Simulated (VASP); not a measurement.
# MoS2 (P-6m2) in VASP: a series of runs

Aim: see how the results for MoS2 move with the level of theory and the settings. Levels: PBE, PBE+D3(BJ). Tasks: single point.

Program: VASP 6.6.1. These are calculated values, not measurements. Logs are shortened: lines on timing, memory, paths and dates and some standing lists are left out, and cuts for length are marked.

## 1. The cell of the first run

The structure is hexagonal, space group P-6m2 (No. 187). Conventional cell: a = 3.171 Å, b = 3.171 Å, c = 6.810 Å, α = 90.00°, β = 90.00°, γ = 120.00°. Mo (site symmetry -6m2) has 6 S at 2.40 Å and 6 Mo at 3.17 Å within 3.2 Å. Within 3.2 Å of S (site symmetry 3m) lie 3 Mo at 2.40 Å and 7 S at 3.11 to 3.17 Å.

## 2. Single point, PBE

INCAR

```
  PREC = Accurate
  ENCUT = 520
  EDIFF = 1E-6
  ISMEAR = 0
  SIGMA = 0.01
  LREAL = False
  LASPH = True
  NELM = 100
  ALGO = Normal
  ISIF = 2
  LWAVE = False
  LCHARG = False
  GGA = PE
  NBANDS = 20
```

KPOINTS

```
regular mesh
0
Gamma
  6 6 2
```

POSCAR

```
MoS2
1.0
    3.1709601090      0.0000000000      0.0000000000
   -1.5854800545      2.7461320088      0.0000000000
    0.0000000000      0.0000000000      6.8100356761
Mo S
1 2
Direct
    0.0000000000      0.0000000000      0.0000000000
    0.3333333333      0.6666666667      0.2285274094
    0.3333333333      0.6666666667      0.7714725906
```

Potentials or basis: VASP PAW PBE potentials, release 64 (Mo_sv, S).

The run is started by

```
$ cat potpaw_PBE.64/Mo_sv/POTCAR potpaw_PBE.64/S/POTCAR > POTCAR
$ mpirun -np 1 vasp_std > vasp.out
```

OUTCAR:

```text
PREC = Accurate
   ENCUT = 520
   EDIFF = 1E-6
   ISMEAR = 0
   LREAL = False
   LASPH = True
   NELM = 100
   ISIF = 2
   GGA = PE

 ion  position               nearest neighbor table
   1  0.000  0.000  0.000-   2 2.40   3 2.40   2 2.40   3 2.40   2 2.40   3 2.40
   2  0.333  0.667  0.229-   1 2.40   1 2.40   1 2.40
   3  0.333  0.667  0.771-   1 2.40   1 2.40   1 2.40

  LATTYP: Found a hexagonal cell.
 ALAT       =     3.1709601090
 C/A-ratio  =     2.1476257796

  Lattice vectors:

 A1 = (   3.1709601090,   0.0000000000,   0.0000000000)
 A2 = (  -1.5854800545,   2.7461320088,   0.0000000000)
 A3 = (   0.0000000000,   0.0000000000,   6.8100356761)

Analysis of symmetry for initial positions (statically):
=====================================================================
 Subroutine PRICEL returns:
 Original cell was already a primitive cell.

 Routine SETGRP: Setting up the symmetry group for a
 hexagonal supercell.

 Subroutine GETGRP returns: Found 12 space group operations
 (whereof 12 operations were pure point group operations)
 out of a pool of 24 trial point group operations.

The static configuration has the point symmetry D_3h.

Analysis of symmetry for dynamics (positions and initial velocities):
=====================================================================
 Subroutine PRICEL returns:
 Original cell was already a primitive cell.

 Routine SETGRP: Setting up the symmetry group for a
 hexagonal supercell.

 Subroutine GETGRP returns: Found 12 space group operations
 (whereof 12 operations were pure point group operations)
 out of a pool of 24 trial point group operations.

The dynamic configuration has the point symmetry D_3h.

 Subroutine INISYM returns: Found 12 space group operations
 (whereof 12 operations are pure point group operations),
 and found     1 'primitive' translations

----------------------------------------------------------------------------------------

                                     Primitive cell

  volume of cell :      59.3009

  direct lattice vectors                    reciprocal lattice vectors
     3.170960109  0.000000000  0.000000000     0.315361898  0.182074277  0.000000000
    -1.585480055  2.746132009  0.000000000     0.000000000  0.364148554  0.000000000
     0.000000000  0.000000000  6.810035676     0.000000000  0.000000000  0.146842109

  length of vectors
     3.170960109  3.170960109  6.810035676     0.364148554  0.364148554  0.146842109

  position of ions in fractional coordinates (direct lattice)
     0.000000000  0.000000000  0.000000000
     0.333333333  0.666666667  0.228527409
     0.333333333  0.666666667  0.771472591

  ion indices of the primitive-cell ions
   primitive index   ion index
                 1           1
                 2           2
                 3           3

----------------------------------------------------------------------------------------

 KPOINTS: regular mesh

Automatic generation of k-mesh.
 Grid dimensions read from file:
 generate k-points for:    6    6    2

 Generating k-lattice:

  Cartesian coordinates                     Fractional coordinates (reciprocal lattice)
     0.052560316  0.030345713  0.000000000     0.166666667  0.000000000  0.000000000
     0.000000000  0.060691426  0.000000000     0.000000000  0.166666667  0.000000000
     0.000000000  0.000000000  0.073421054     0.000000000  0.000000000  0.500000000

  Length of vectors
     0.060691426  0.060691426  0.073421054

  Shift w.r.t. Gamma in fractional coordinates (k-lattice)
     0.000000000  0.000000000  0.000000000

 Subroutine IBZKPT returns following result:
 ===========================================

 Found     14 irreducible k-points:

 Following reciprocal coordinates:
            Coordinates               Weight
  0.000000  0.000000  0.000000      1.000000
  0.166667  0.000000  0.000000      6.000000
  0.333333  0.000000  0.000000      6.000000
  0.500000  0.000000  0.000000      3.000000
  0.166667  0.166667  0.000000      6.000000
  0.333333  0.166667  0.000000     12.000000
  0.333333  0.333333  0.000000      2.000000
  0.000000  0.000000  0.500000      1.000000
  0.166667  0.000000  0.500000      6.000000
  0.333333  0.000000  0.500000      6.000000
  0.500000  0.000000  0.500000      3.000000
  0.166667  0.166667  0.500000      6.000000
  0.333333  0.166667  0.500000     12.000000
  0.333333  0.333333  0.500000      2.000000
   k-points           NKPTS =     14   k-points in BZ     NKDIM =     14   number of bands    NBANDS=     20
   number of dos      NEDOS =    301   number of ions     NIONS =      3
   total plane-waves  NPLWV =  31104
   dimension x,y,z NGX =    24 NGY =   24 NGZ =   54
   dimension x,y,z NGXF=    48 NGYF=   48 NGZF=  108
   ions per type =               1   2
   NGX,Y,Z   is equivalent  to a cutoff of  12.58, 12.58, 13.18 a.u.
   NGXF,Y,Z  is equivalent  to a cutoff of  25.17, 25.17, 26.36 a.u.
 SYSTEM =  unknown system
   PREC   = accura    normal or accurate (medium, high low for compatibility)
   ISTART =      0    job   : 0-new  1-cont  2-samecut
   ICHARG =      2    charge: 1-file 2-atom 10-const
   ISPIN  =      1    spin polarized calculation?
   LNONCOLLINEAR =      F non collinear calculations
   LSORBIT =      F    spin-orbit coupling
   LASPH  =      T    aspherical Exc in radial PAW
   ENCUT  =  520.0 eV  38.22 Ry    6.18 a.u.   5.90  5.90 12.66*2*pi/ulx,y,z
   NELM   =    100;   NELMIN=  2; NELMDL= -5     # of ELM steps
   EDIFF  = 0.1E-05   stopping-criterion for ELM
   LREAL  =      F    real-space projection
   EDIFFG = 0.1E-04   stopping-criterion for IOM
   NSW    =      0    number of steps for IOM
   IBRION =     -1    ionic relax: 0-MD 1-quasi-New 2-CG
   NFREE  =      0    steps in history (QN), initial steepest desc. (CG)
   ISIF   =      2    stress and relaxation
   ISYM   =      2    0-nonsym 1-usesym 2-fastsym
   POTIM  = 0.5000    time-step for ionic-motion
   TEBEG  =    0.0;   TEEND  =   0.0 temperature during run
   PSTRESS=    0.0 pullay stress
   NELECT =      26.0000    total number of electrons
   NUPDOWN=      -1.0000    fix difference up-down
   EMIN   =  10.00;   EMAX   =-10.00  energy-range for DOS
   EFERMI =   0.00;   METHOD = LEGACY
   ISMEAR =     0;   SIGMA  =   0.01  broadening in eV -4-tet -1-fermi 0-gaus
   EFERMI_NEDOS =   21; number of points for ismear=-14 and -15
   IALGO  =     38    algorithm
   IMIX   =      4    mixing-type and parameters
     AMIX     =   0.40;   BMIX     =  1.00
     AMIX_MAG =   1.60;   BMIX_MAG =  1.00
  volume/ion in A,a.u.               =      19.77       133.39
  Fermi-wavevector in a.u.,A,eV,Ry     =   1.243690  2.350233 21.045008  1.546764
  Thomas-Fermi vector in A             =   2.377990
   LORBIT       =      0    0 simple, 1 ext, 2 COOP (PROOUT), +10 PAW based schemes
   GGA     = PE    functional components
   LHFCALC =     F    Hartree Fock is set to
   AEXX    =    0.0000 exact exchange contribution
   IVDW    =     0    specifies the selected vdW correction
   LEPSILON=     F    determine dielectric tensor
   LRPA    =     F    only Hartree local field effects (RPA)
 non-spin polarized calculation
 Gauss-broadening in eV      SIGMA  =   0.01
  energy-cutoff  :      520.00
  volume of cell :       59.30
 maximum number of plane-waves:      1614
 NGX is ok and might be reduce to    24
   NGX = 11   NGY = 11   NGZ = 25

 number of electron      26.0000000 magnetization

 Free energy of the ion-electron system (eV)
  ---------------------------------------------------
  ext. energy  EPLUGINS =         0.00000000
  ---------------------------------------------------
  free energy    TOTEN  =       -21.82325913 eV

  energy without entropy =      -21.82325913  energy(sigma->0) =      -21.82325913

 E-fermi :   6.1471     XC(G=0): -10.0514

 val. band max:        6.0202028302   @ k =   0.0000   0.0000   0.5000
 cond. band min:       7.3007800034   @ k =   0.3333   0.3333   0.0000
 fundamental gap:      1.2805771731
 Fermi energy:         6.1471189022

 k-point     1 :       0.0000    0.0000    0.0000
  band No.  band energies     occupation
      1     -55.2358      2.00000
      2     -29.3888      2.00000
      3     -29.1688      2.00000
      4     -29.1688      2.00000
      5      -8.5661      2.00000
      6      -7.1351      2.00000
[... 12 lines left out ...]
     19      13.3904      0.00000
     20      14.8706      0.00000

 k-point     2 :       0.1667    0.0000    0.0000
  band No.  band energies     occupation
      1     -55.2260      2.00000
      2     -29.3693      2.00000
      3     -29.2676      2.00000
      4     -29.1913      2.00000
      5      -8.1654      2.00000
      6      -6.9785      2.00000
[... 12 lines left out ...]
     19      14.1369      0.00000
     20      15.5009      0.00000

 k-point     3 :       0.3333    0.0000    0.0000
  band No.  band energies     occupation
      1     -55.2062      2.00000
      2     -29.4608      2.00000
      3     -29.3301      2.00000
      4     -29.2360      2.00000
      5      -7.2325      2.00000
      6      -6.6217      2.00000
[... 12 lines left out ...]
     19      13.3757      0.00000
     20      14.2776      0.00000

 k-point     4 :       0.5000    0.0000    0.0000
  band No.  band energies     occupation
      1     -55.1963      2.00000
      2     -29.5552      2.00000
      3     -29.3104      2.00000
      4     -29.2582      2.00000
      5      -6.6554      2.00000
      6      -6.4136      2.00000
[... 199 lines left out ...]
 k-point    13 :       0.3333    0.1667    0.5000
  band No.  band energies     occupation
      1     -55.1963      2.00000
      2     -29.5071      2.00000
      3     -29.3105      2.00000
      4     -29.3084      2.00000
      5      -6.6105      2.00000
      6      -6.4720      2.00000
[... 12 lines left out ...]
     19      14.0124      0.00000
     20      15.2500      0.00000

 k-point    14 :       0.3333    0.3333    0.5000
  band No.  band energies     occupation
      1     -55.1914      2.00000
      2     -29.4603      2.00000
      3     -29.4154      2.00000
      4     -29.3006      2.00000
      5      -6.3230      2.00000
      6      -6.3182      2.00000
[... 12 lines left out ...]
     19      14.1430      0.00000
     20      14.4296      0.00000

------------------------ aborting loop because EDIFF is reached ----------------------------------------

  FORCE on cell =-STRESS in cart. coord.  units (eV):
  Direction    XX          YY          ZZ          XY          YZ          ZX
  --------------------------------------------------------------------------------------
  -------------------------------------------------------------------------------------
  Total        0.6022216      0.6022216      1.0540045      0.0000000      0.0000000      0.0000000
  in kB       16.2706669     16.2706669     28.4768193      0.0000000      0.0000000      0.0000000
  external PRESSURE =      20.3393844 kB  Pullay stress =       0.0000000 kB

 VOLUME and BASIS-vectors are now :
 -----------------------------------------------------------------------------
  energy-cutoff  :      520.00
  volume of cell :       59.30
      direct lattice vectors                 reciprocal lattice vectors
     3.170960109  0.000000000  0.000000000     0.315361898  0.182074277  0.000000000
    -1.585480055  2.746132009  0.000000000     0.000000000  0.364148554  0.000000000
     0.000000000  0.000000000  6.810035676     0.000000000  0.000000000  0.146842109

 POSITION                                       TOTAL-FORCE (eV/Angst)
 -----------------------------------------------------------------------------------
      0.00000      0.00000      0.00000         0.000000     -0.000000      0.000000
     -0.00000      1.83075      1.55628         0.000000      0.000000      0.124896
     -0.00000      1.83075      5.25376        -0.000000      0.000000     -0.124896
 -----------------------------------------------------------------------------------
    total drift:                                0.000000     -0.000000     -0.000000

  FREE ENERGIE OF THE ION-ELECTRON SYSTEM (eV)
  ---------------------------------------------------
  free  energy   TOTEN  =       -21.8232591344 eV

  energy  without entropy=      -21.8232591344  energy(sigma->0) =      -21.82325913
```

Wall time 8.9 s (1 thread of Intel Xeon Platinum 8488C (Sapphire Rapids), shared host); peak memory 0.17 GiB.

What came out:

```yaml
Free_energy: -21.8233 eV
Pressure: 2.0 GPa
Largest_force: 0.125 eV/Å
Band_gap_on_the_k_mesh: 1.28 eV, indirect (least direct gap 1.69 eV)
```

Forces on the atoms (eV/Å):
```
Mo   0.000  0.000  0.000
S    0.000  0.000  0.125
S    0.000  0.000 -0.125
```

Caveat: the k points lie up to 0.46 Å⁻¹ apart; this functional lacks dispersion, which binds the layers, so the pressure and a relaxed spacing across them are unreliable. A k mesh can miss the band edges.

## 3. Single point, PBE+D3(BJ)

This run uses another cell than the first one, of 19.15 Å³/atom, 0.969 times its volume.

INCAR

```
SYSTEM = MoS2
PREC = Accurate ; ENCUT = 520
EDIFF = 1E-7 ; ISMEAR = -1
SIGMA = 0.02 ; LREAL = .FALSE.
LASPH = .TRUE. ; NELM = 80
ALGO = Normal ; ISIF = 2
LWAVE = .FALSE. ; LCHARG = .FALSE.
GGA = PE ; IVDW = 12
NBANDS = 20
```

KPOINTS

```
regular mesh
0
G
  12 12 2
  0 0 0
```

POSCAR

```
MoS2
1.0
    3.1488734175      0.0000000000      0.0000000000
   -1.5744367087      2.7270043728      0.0000000000
    0.0000000000      0.0000000000      6.6888564931
Mo S
1 2
Direct
    0.0000000000      0.0000000000      0.0000000000
    0.3333333333      0.6666666667      0.2343339917
    0.3333333333      0.6666666667      0.7656660083
```

Potentials or basis: VASP PAW PBE potentials, release 64 (Mo_sv, S).

The run is started by

```
$ cat potpaw_PBE.64/Mo_sv/POTCAR potpaw_PBE.64/S/POTCAR > POTCAR
$ mpirun -np 1 vasp_std > vasp.out
```

OUTCAR:

```text
SYSTEM = MoS2
   PREC = Accurate
   ENCUT = 520
   EDIFF = 1E-7
   ISMEAR = -1
   LREAL = .FALSE.
   LASPH = .TRUE.
   NELM = 80
   ISIF = 2
   GGA = PE
   IVDW = 12
 IVDW          = 12

 ion  position               nearest neighbor table
   1  0.000  0.000  0.000-   2 2.40   3 2.40   2 2.40   3 2.40   2 2.40   3 2.40
   2  0.333  0.667  0.234-   1 2.40   1 2.40   1 2.40
   3  0.333  0.667  0.766-   1 2.40   1 2.40   1 2.40

  LATTYP: Found a hexagonal cell.
 ALAT       =     3.1488734175
 C/A-ratio  =     2.1242062180

  Lattice vectors:

[... 743 lines left out ...]
 Edisp (eV)   -1.18662

 E8    (eV) :    -0.4795

  FORCE on cell =-STRESS in cart. coord.  units (eV):
  Direction    XX          YY          ZZ          XY          YZ          ZX
  --------------------------------------------------------------------------------------
  -------------------------------------------------------------------------------------
  Total      -0.03926    -0.03926    -0.05927    -0.00000     0.00000     0.00000
  in kB      -1.09524    -1.09524    -1.65341    -0.00000     0.00000     0.00000
  external pressure =       -1.28 kB  Pullay stress =        0.00 kB

 VOLUME and BASIS-vectors are now :
 -----------------------------------------------------------------------------
  energy-cutoff  :      520.00
  volume of cell :       57.44
      direct lattice vectors                 reciprocal lattice vectors
     3.148873417  0.000000000  0.000000000     0.317573896  0.183351374  0.000000000
    -1.574436709  2.727004373  0.000000000     0.000000000  0.366702749  0.000000000
     0.000000000  0.000000000  6.688856493     0.000000000  0.000000000  0.149502385

 POSITION                                       TOTAL-FORCE (eV/Angst)
 -----------------------------------------------------------------------------------
      0.00000      0.00000      0.00000         0.000000     -0.000000      0.000000
     -0.00000      1.81800      1.56743        -0.000000     -0.000000     -0.012688
     -0.00000      1.81800      5.12143        -0.000000      0.000000      0.012688
 -----------------------------------------------------------------------------------
    total drift:                                0.000000     -0.000000     -0.000000

  FREE ENERGIE OF THE ION-ELECTRON SYSTEM (eV)
  ---------------------------------------------------
  free  energy   TOTEN  =       -22.9839772644 eV

  energy  without entropy=      -22.9839772644  energy(sigma->0) =      -22.98397726
```

OSZICAR:

```text
N       E                     dE             d eps       ncg     rms          rms(c)
DAV:   1     0.181981739180E+03    0.18198E+03   -0.13274E+04  1544   0.121E+03
DAV:   2    -0.153527054955E+02   -0.19733E+03   -0.19118E+03  1844   0.312E+02
DAV:   3    -0.231614900077E+02   -0.78088E+01   -0.77296E+01  1896   0.578E+01
DAV:   4    -0.232597705910E+02   -0.98281E-01   -0.98227E-01  1860   0.684E+00
DAV:   5    -0.232614730686E+02   -0.17025E-02   -0.17024E-02  1972   0.862E-01    0.245E+01
DAV:   6    -0.221869019749E+02    0.10746E+01   -0.10395E+01  1668   0.195E+01    0.901E+00
DAV:   7    -0.219104576962E+02    0.27644E+00   -0.39819E+00  1580   0.113E+01    0.599E+00
DAV:   8    -0.217969995391E+02    0.11346E+00   -0.57800E-01  1680   0.466E+00    0.173E+00
DAV:   9    -0.217983713884E+02   -0.13718E-02   -0.24421E-02  1808   0.955E-01    0.670E-01
DAV:  10    -0.217972444085E+02    0.11270E-02   -0.95185E-03  1724   0.649E-01    0.115E-01
DAV:  11    -0.217973224257E+02   -0.78017E-04   -0.56887E-04  1744   0.165E-01    0.664E-02
DAV:  12    -0.217973250700E+02   -0.26443E-05   -0.73096E-05  1760   0.539E-02    0.258E-02
DAV:  13    -0.217973592806E+02   -0.34211E-04   -0.48583E-05  1620   0.366E-02    0.172E-02
DAV:  14    -0.217973604160E+02   -0.11354E-05   -0.30909E-06  2036   0.105E-02    0.824E-03
DAV:  15    -0.217973609183E+02   -0.50237E-06   -0.93193E-07  1648   0.598E-03    0.365E-03
DAV:  16    -0.217973609191E+02   -0.78535E-09   -0.22599E-07  1556   0.321E-03
   1 F= -.22983977E+02 E0= -.22983977E+02  d E =-.804303E-11
```

stdout:

```text
POSCAR found type information on POSCAR MoS
 POSCAR found :  2 types and       3 ions
 scaLAPACK will be used
 LDA part: xc-table for (Slater+PW92), standard interpolation
 POSCAR, INCAR and KPOINTS ok, starting setup
 FFT: planning ... GRIDC
 FFT: planning ... GRID_SOFT
 FFT: planning ... GRID
 WAVECAR not read
 entering main loop
```

Run time: 19 s. Hardware: 1 thread of Intel Xeon Platinum 8488C (Sapphire Rapids), shared host; peak memory 0.2 GiB.

What came out:

| Item | Value |
| --- | --- |
| Free energy | -22.9840 eV |
| Pressure | -0.1 GPa |
| Largest force | 0.013 eV/Å |
| Band gap on the k mesh | 1.25 eV, indirect (least direct gap 1.77 eV) |
| Dispersion energy per atom | -0.396 eV |

Forces on the atoms (eV/Å):
```
Mo   0.000  0.000  0.000
S    0.000  0.000 -0.013
S    0.000  0.000  0.013
```

Caveat: the k points lie up to 0.47 Å⁻¹ apart. A k mesh can miss the band edges.
